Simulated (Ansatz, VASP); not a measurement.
# Cu: VASP beside Ansatz

Contents of INCAR:

```
SYSTEM = Cu
PREC = Accurate
ENCUT = 520
EDIFF = 1E-6
ISMEAR = 0
SIGMA = 0.15
LREAL = .FALSE.
LASPH = .TRUE.
NELM = 60
ALGO = Fast
ISIF = 2
LWAVE = .FALSE.
LCHARG = .FALSE.
GGA = PS
NBANDS = 18
```

KPOINTS

```
Automatic mesh
0
G
  20 20 20
  0 0 0
```

Contents of POSCAR:

```
Cu
1.0
    1.1209865948     -3.6582677696      0.0000000000
    1.1209865948      3.6582677696      0.0000000000
    0.0000000000      0.0000000000      2.2774558816
Cu
2
Direct
    0.1338666500      0.8661333500      0.2500000000
    0.8661333500      0.1338666500      0.7500000000
```

Input for Ansatz:

```yaml
crystal:
  lattice:
    - [1.1209865948, -3.6582677696, 0.0]
    - [1.1209865948, 3.6582677696, 0.0]
    - [0.0, 0.0, 2.2774558816]
  atoms:
    - { symbol: Cu, position: [0.13386665, 0.86613335, 0.25] }
    - { symbol: Cu, position: [0.86613335, 0.13386665, 0.75] }
basis:
  ecutwfc: 420
kpoints:
  mp_grid: { grid: [20, 20, 20] }
hamiltonian:
  xc: pbesol
scf:
  occupations: { method: gaussian, width: 0.15 }
output:
  forces: true
  stress: true
  eigenvalues: true
```

Change from the starting cell: strain -0.080 along x and y, -0.080 along z, atoms carried along.

Alike in both runs: task single point; functional PBEsol; k mesh 20 × 20 × 20; occupations gaussian, width 0.15 eV; no spin polarisation.

|  | VASP | Ansatz |
| --- | --- | --- |
| version | VASP 6.6.1 | Ansatz 0.2.0 |
| potentials or method | VASP PAW PBE potentials, release 64 (Cu), cutoff 520 eV | scalar-relativistic, plane waves, PAW |
| valence electrons in the cell | 22 | 38 |

|  | VASP | Ansatz | Ansatz less VASP |
| --- | --- | --- | --- |
| gap on the k mesh at the Fermi level (eV) | none | none | - |
| pressure (GPa) | 67.8 | 66.4 | -1.43 |
| traceless stress, the component that is largest in VASP (GPa) | -3.68 | -3.54 | +0.139 |
| rms of the force components (eV/Å) | 0.284 | 0.276 | -0.0075 |

VASP's potentials were made for PBE, not for PBEsol. Atom by atom the forces differ by 0.007 eV/Å (rms over components). A gap of «none» marks a metal or a gap that the smearing closes. Both programs put the cell under a high pressure, so it lies far from rest at this level. The functional is the same, so the differences come from potentials, cutoffs and numerics. VASP's potentials hold 22 valence electrons a cell and Ansatz's 38, so a difference there can come from the potentials and not from the codes.

Noted on VASP's run: the cell as given lies far from equilibrium.
